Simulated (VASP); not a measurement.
Wanted: the native input for a VASP 6.6.1 run.

```yaml
Task: single point
Functional: PBE
Potentials_or_basis: VASP PAW PBE potentials, release 64 (W_sv, I, O)
Cutoff: 520 eV
k_mesh: 8 × 8 × 8
Occupations: gaussian, width 0.05 eV
Spin: no spin polarisation
Dipole_correction: no
Further_INCAR_settings: ALGO = Normal; EDIFF = 1e-06; NBANDS = 28
```

The structure of WI2O2 lies in POSCAR:

```
WI2O2
1.0
   -1.9019821537      1.9026560607      8.4071169306
    1.9019821537     -1.9026560607      8.4071169306
    1.9019821537      1.9026560607     -8.4071169306
W I O
1 2 2
Direct
    0.0000000000      0.0000000000      0.0000000000
    0.1611668394      0.1611668394      0.0000000000
    0.8388331606      0.8388331606      0.0000000000
    0.5000000000      0.0000000000      0.5000000000
    0.0000000000      0.5000000000      0.5000000000
```

One way to write it, as run:

INCAR

```
  ALGO = Normal
  EDIFF = 1E-6
  ENCUT = 520
  GGA = PE
  ISIF = 2
  ISMEAR = 0
  LASPH = T
  LCHARG = F
  LREAL = F
  LWAVE = F
  NBANDS = 28
  NELM = 100
  PREC = Accurate
  SIGMA = 0.05
```

KPOINTS

```
k-points
0
Gamma
  8 8 8
```

Potentials or basis: VASP PAW PBE potentials, release 64 (W_sv, I, O).

Run with:

```console
$ cat potpaw_PBE.64/W_sv/POTCAR potpaw_PBE.64/I/POTCAR potpaw_PBE.64/O/POTCAR > POTCAR
$ mpirun -np 1 vasp_std > vasp.out
```

Results of the run:

```
Pressure               : 2.3 GPa
Band gap on the k mesh : zero (bands 20 and 21 overlap by 0.55 eV)
```

Caveat: spin-orbit coupling is left out, which moves the levels of the heavy elements.

Wall time 14 min on 1 thread of Intel(R) Xeon(R) 6975P-C (Granite Rapids), on a shared host, peak memory 0.85 GiB.
